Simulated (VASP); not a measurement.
Input of a VASP 6.6.1 run:

INCAR

```
SYSTEM = NiMoIrPdW
ALGO = Normal ; EDIFF = 1E-6
ENCUT = 520 ; GGA = PE
ISIF = 2 ; ISMEAR = -1
ISPIN = 2 ; KPAR = 4
LASPH = .True. ; LCHARG = .True.
LMAXMIX = 4 ; LORBIT = 11
LREAL = .False. ; LVHAR = .True.
LWAVE = .False. ; MAGMOM = 1 1 1 1 0 0 0.6 0.6 0 0
NBANDS = 72 ; NELM = 150
PREC = Accurate ; SIGMA = 0.05
```

Contents of KPOINTS:

```
k-points
0
Gamma
  8 8 1
  0 0 0
```

Contents of POSCAR:

```
NiMoIrPdW
1.0
    2.7704600000      0.0000000000      0.0000000000
   -1.3852300000      2.3992800000      0.0000000000
    0.0000000000      0.0000000000     21.8812200000
Ni Mo Pd Ir W
2 2 2 2 2
Direct
    0.3333300000      0.6666700000      0.0443300000
    0.6666700000      0.3333300000      0.9556200000
    0.6666700000      0.3333300000      0.3427000000
    0.6666700000      0.3333300000      0.7632000000
    0.3333300000      0.6666700000      0.4476800000
    0.3333300000      0.6666700000      0.6572300000
    0.3333300000      0.6666700000      0.2398800000
    0.3333300000      0.6666700000      0.8605000000
    0.6666700000      0.3333300000      0.1364600000
    0.6666700000      0.3333300000      0.5524000000
```

Potentials or basis: VASP PAW PBE potentials, release 64 (Ni, Mo_sv, Pd, Ir, W_sv).

Launch:

```bash
$ cat potpaw_PBE.64/Ni/POTCAR potpaw_PBE.64/Mo_sv/POTCAR potpaw_PBE.64/Pd/POTCAR potpaw_PBE.64/Ir/POTCAR potpaw_PBE.64/W_sv/POTCAR > POTCAR
$ mpirun -np 4 vasp_std > vasp.out
```

Problem. Estimate the largest force.

Solution. 0.165 eV/Å.

Problem. What does it give for the net moment?

Solution. 0.00 μB per cell.

Problem. Predict the pressure.

Solution. 0.0 GPa.

Stress tensor (GPa, compression positive):
```
-0.25  0.00  0.00
 0.00 -0.25  0.00
 0.00  0.00  0.42
```

Caveat: the moments typed at the start vanished in this run.
